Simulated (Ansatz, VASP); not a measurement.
**Ca3C5 in VASP and in Ansatz**

INCAR

```
PREC = Accurate ; ENCUT = 520
EDIFF = 1E-6 ; ISMEAR = 0
SIGMA = 0.1 ; LREAL = F
LASPH = T ; NELM = 150
ALGO = Normal ; ISIF = 2
LWAVE = F ; LCHARG = F
ISPIN = 2 ; MAGMOM = 0 0 0 1 1 1 1 1
LORBIT = 11 ; GGA = PE
NBANDS = 39
```

File KPOINTS:

```
regular mesh
0
Gamma
  4 4 4
```

File POSCAR:

```
Ca3C5
1.0
    0.0000000000      3.7079023200      3.7079023200
    3.7079023200      0.0000000000      3.7079023200
    3.7079023200      3.7079023200      0.0000000000
Ca C
3 5
Direct
    0.7500000000      0.7500000000      0.7500000000
    0.2500000000      0.2500000000      0.2500000000
    0.0000000000      0.0000000000      0.0000000000
    0.5578561400      0.5578561400      0.5578561400
    0.5578561400      0.5578561400      0.3264315800
    0.5578561400      0.3264315800      0.5578561400
    0.3264315800      0.5578561400      0.5578561400
    0.5000000000      0.5000000000      0.5000000000
```

Input for Ansatz:

```yaml
crystal:
  lattice:
    - [0.0, 3.70790232, 3.70790232]
    - [3.70790232, 0.0, 3.70790232]
    - [3.70790232, 3.70790232, 0.0]
  atoms:
    - { symbol: Ca, position: [0.75, 0.75, 0.75] }
    - { symbol: Ca, position: [0.25, 0.25, 0.25] }
    - { symbol: Ca, position: [0.0, 0.0, 0.0] }
    - { symbol: C, position: [0.55785614, 0.55785614, 0.55785614], spin: 1.0 }
    - { symbol: C, position: [0.55785614, 0.55785614, 0.32643158], spin: 1.0 }
    - { symbol: C, position: [0.55785614, 0.32643158, 0.55785614], spin: 1.0 }
    - { symbol: C, position: [0.32643158, 0.55785614, 0.55785614], spin: 1.0 }
    - { symbol: C, position: [0.5, 0.5, 0.5], spin: 1.0 }
basis:
  ecutwfc: 420
kpoints:
  mp_grid: { grid: [4, 4, 4] }
hamiltonian:
  xc: pbe
scf:
  occupations: { method: gaussian, width: 0.1 }
  lower_state_search: "off"
output:
  forces: true
  stress: true
  eigenvalues: true
  populations: true
magnetization:
  spin_polarized: true
```

Alike in both runs: task single point; functional PBE; k mesh 4 × 4 × 4; occupations gaussian, width 0.1 eV; collinear spin.

|  | VASP | Ansatz |
| --- | --- | --- |
| version | VASP 6.6.1 | Ansatz 0.2.0 |
| potentials or method | VASP PAW PBE potentials, release 64 (Ca_sv, C), cutoff 520 eV | scalar-relativistic, plane waves, PAW |
| valence electrons in the cell | 50 | 50 |

Ansatz gave:

| Quantity | Value |
| --- | --- |
| gap on the k mesh at the Fermi level (eV) | none |
| rms of the force components (eV/Å) | 88.393 |
| net moment per atom (μB) | 0.00 |

**Question.** Which values does VASP return?

**Answer.** gap on the k mesh at the Fermi level (eV): none; rms of the force components (eV/Å): 92.982; net moment per atom (μB): 0.00.

Atom by atom the forces differ by 4.590 eV/Å (rms over components). A gap of «none» marks a metal or a gap that the smearing closes. With one functional, cell and mesh, what is left measures potentials, basis and numerics. Ansatz's warnings: seeded moment not kept.

The k mesh is coarse, so the values compare programs but aren't converged.
